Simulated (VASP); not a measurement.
Input of a VASP 6.6.1 run:

Contents of INCAR:

```
PREC     = Accurate       # precision mode
ENCUT    = 520            # plane-wave cutoff, eV
EDIFF    = 1E-6           # SCF threshold, eV
ISMEAR   = 0              # smearing method
SIGMA    = 0.1            # smearing width, eV
LREAL    = False          # projectors in reciprocal space
LASPH    = True           # aspherical terms in the spheres
NELM     = 80             # most SCF steps
ALGO     = Normal         # electronic algorithm
ISIF     = 2              # what is computed and relaxed
LWAVE    = False          # write WAVECAR
LCHARG   = False          # write CHGCAR
GGA      = PE             # functional
IVDW     = 12             # dispersion correction
NBANDS   = 11             # bands
```

The input KPOINTS:

```
Automatic mesh
0
Gamma
  9 9 9
```

Contents of POSCAR:

```
Hf
1.0
   -1.8632656084      1.8632656084      1.8632656084
    1.8632656084     -1.8632656084      1.8632656084
    1.8632656084      1.8632656084     -1.8632656084
Hf
1
Direct
    0.0000000000      0.0000000000      0.0000000000
```

Potentials or basis: VASP PAW PBE potentials, release 64 (Hf_pv).

The run is started by

```console
$ cat potpaw_PBE.64/Hf_pv/POTCAR > POTCAR
$ mpirun -np 1 vasp_std > vasp.out
```

(1) Predict the pressure.

(2) Predict the band gap on the k mesh.

(3) What does it give for the dispersion energy per atom?

Answers

(1) -14.1 GPa.

(2) zero (band 5 reaches 5.03 eV, above the bottom of band 6 at 3.00 eV).

(3) -0.386 eV.

Caveat: spin-orbit coupling is left out, which moves the levels of the heavy elements; pairwise dispersion overbinds metals, which lowers pressure and volume.
